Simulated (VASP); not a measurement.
Set up this calculation in VASP 6.6.1, as the native input.

* Task: single point
* Functional: PBE
* Potentials or basis: VASP PAW PBE potentials, release 64 (Ge_d, S)
* Cutoff: 520 eV
* k mesh: 5 × 5 × 5
* Occupations: gaussian, width 0.2 eV
* Spin: no spin polarisation
* Dipole correction: no
* Further INCAR settings: ALGO = Normal; EDIFF = 1e-06; NBANDS = 39

The structure of Ge4S lies in POSCAR:

```
Ge4S
1.0
    2.0786014287      1.2000810961      8.5439449276
   -2.0786014287      1.2000810961      8.5439449276
    0.0000000000     -2.4001621871      8.5439449283
Ge S
4 1
Direct
    0.9125925377      0.9125925377      0.9125925377
    0.0874074623      0.0874074623      0.0874074623
    0.4513648673      0.4513648673      0.4513648673
    0.5486351327      0.5486351327      0.5486351327
    0.0000000000      0.0000000000      0.0000000000
```

The input as run:

INCAR

```
ALGO     = Normal         # electronic algorithm
EDIFF    = 1E-6           # SCF threshold, eV
ENCUT    = 520            # plane-wave cutoff, eV
GGA      = PE             # functional
ISIF     = 2              # what is computed and relaxed
ISMEAR   = 0              # smearing method
LASPH    = T              # aspherical terms in the spheres
LCHARG   = F              # write CHGCAR
LREAL    = F              # projectors in reciprocal space
LWAVE    = F              # write WAVECAR
NBANDS   = 39             # bands
NELM     = 60             # most SCF steps
PREC     = Accurate       # precision mode
SIGMA    = 0.2            # smearing width, eV
```

KPOINTS

```
k-points
0
Gamma
  5 5 5
```

Potentials or basis: VASP PAW PBE potentials, release 64 (Ge_d, S).

The run is started by

```console
$ cat potpaw_PBE.64/Ge_d/POTCAR potpaw_PBE.64/S/POTCAR > POTCAR
$ mpirun -np 1 vasp_std > vasp.out
```

Results of the run:

```json
{"Pressure": "0.2 GPa", "Largest force": "0.019 eV/Å", "Band gap on the k mesh": "zero (bands 31 and 32 overlap by 0.37 eV)"}
```

Wall time 6.3 min on 1 thread of Intel(R) Xeon(R) Platinum 8259CL CPU @ 2.50GHz (Skylake/Cascade Lake) (shared host), peak memory 0.67 GiB.
